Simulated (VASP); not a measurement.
TaBi (CsCl type):

```
Ta Bi
1.0
     3.24671    0.00000    0.00000
     0.00000    3.24671    0.00000
     0.00000    0.00000    3.24671
Ta Bi
1 1
Direct
  0.00000 0.00000 0.00000
  0.50000 0.50000 0.50000
```

Base run:

```yaml
Program: VASP 6.6.1
Functional: LDA
Potentials_or_basis: VASP PAW LDA potentials, release 64 (Ta_pv, Bi_d)
Cutoff: 520 eV
k_mesh: 11 × 11 × 11
Occupations: fermi-dirac, width 0.05 eV
Spin: no spin polarisation
Hubbard_terms: Ta d U = 2.0 eV
```

Its results: band gap on the k mesh zero (band 13 reaches 14.45 eV, above the bottom of band 14 at 11.57 eV); pressure 42.6 GPa.

Question: The run is repeated on the same cell with these changes: hubbard terms from Ta d U = 2.0 eV to none. What comes out?

Answer: Band gap on the k mesh zero (band 13 reaches 14.46 eV, above the bottom of band 14 at 11.38 eV); pressure 38.8 GPa.

Caveats: spin-orbit coupling is left out, which moves the levels of the heavy elements; U without spin polarisation on a metal has little footing (some runs); the U is typed as a test and isn't derived for this compound (some runs).
